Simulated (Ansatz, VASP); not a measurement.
TiO2 in VASP and in Ansatz

INCAR

```
SYSTEM = TiO2
ALGO = Normal ; EDIFF = 1E-6
ENCUT = 520 ; GGA = PE
ISIF = 2 ; ISMEAR = 0
ISPIN = 2 ; LASPH = .True.
LCHARG = .False. ; LMAXMIX = 4
LORBIT = 11 ; LREAL = .False.
LWAVE = .False. ; MAGMOM = 1 1 0 0 0 0
NBANDS = 37 ; NELM = 150
PREC = Accurate ; SIGMA = 0.1
```

KPOINTS

```
k-points
0
Gamma
  4 4 6
  0 0 0
```

The input POSCAR:

```
TiO2
1.0
    4.5939998600      0.0000000000      0.0000000000
    0.0000000000      4.5939998600      0.0000000000
    0.0000000000      0.0000000000      2.9590001100
Ti O
2 4
Direct
    0.0000000000      0.0000000000      0.0000000000
    0.5000000000      0.5000000000      0.5000000000
    0.3059999900      0.3059999900      0.0000000000
    0.1940000100      0.8059999900      0.5000000000
    0.6940000100      0.6940000100      0.0000000000
    0.8059999900      0.1940000100      0.5000000000
```

Input for Ansatz:

```yaml
crystal:
  lattice:
    - [4.59399986, 0.0, 0.0]
    - [0.0, 4.59399986, 0.0]
    - [0.0, 0.0, 2.95900011]
  atoms:
    - { symbol: Ti, position: [0.0, 0.0, 0.0], spin: 1.0 }
    - { symbol: Ti, position: [0.5, 0.5, 0.5], spin: 1.0 }
    - { symbol: O, position: [0.30599999, 0.30599999, 0.0] }
    - { symbol: O, position: [0.19400001, 0.80599999, 0.5] }
    - { symbol: O, position: [0.69400001, 0.69400001, 0.0] }
    - { symbol: O, position: [0.80599999, 0.19400001, 0.5] }
basis:
  ecutwfc: 420
kpoints:
  mp_grid: { grid: [4, 4, 6] }
hamiltonian:
  xc: pbe
scf:
  occupations: { method: gaussian, width: 0.1 }
  lower_state_search: "off"
output:
  forces: true
  stress: true
  eigenvalues: true
  populations: true
magnetization:
  spin_polarized: true
```

Alike in both runs: task single point; functional PBE; k mesh 4 × 4 × 6; occupations gaussian, width 0.1 eV; collinear spin.

|  | VASP | Ansatz |
| --- | --- | --- |
| version | VASP 6.6.1 | Ansatz 0.2.0 |
| potentials or method | VASP PAW PBE potentials, release 64 (Ti_sv, O), cutoff 520 eV | scalar-relativistic, plane waves, PAW |
| valence electrons in the cell | 48 | 48 |

```tsv
	VASP	Ansatz	Ansatz less VASP
gap on the k mesh at the Fermi level (eV)	1.91	1.93	+0.026
least direct gap on the mesh (eV)	1.91	1.93	+0.026
pressure (GPa)	6.1	5.4	-0.71
traceless stress, the component that is largest in VASP (GPa)	-0.29	-0.54	-0.246
rms of the force components (eV/Å)	0.124	0.110	-0.0139
net moment per atom (μB)	0.00	0.00	0.000
```

Atom by atom the forces differ by 0.014 eV/Å (rms over components). Ansatz's warnings: seeded moment not kept.
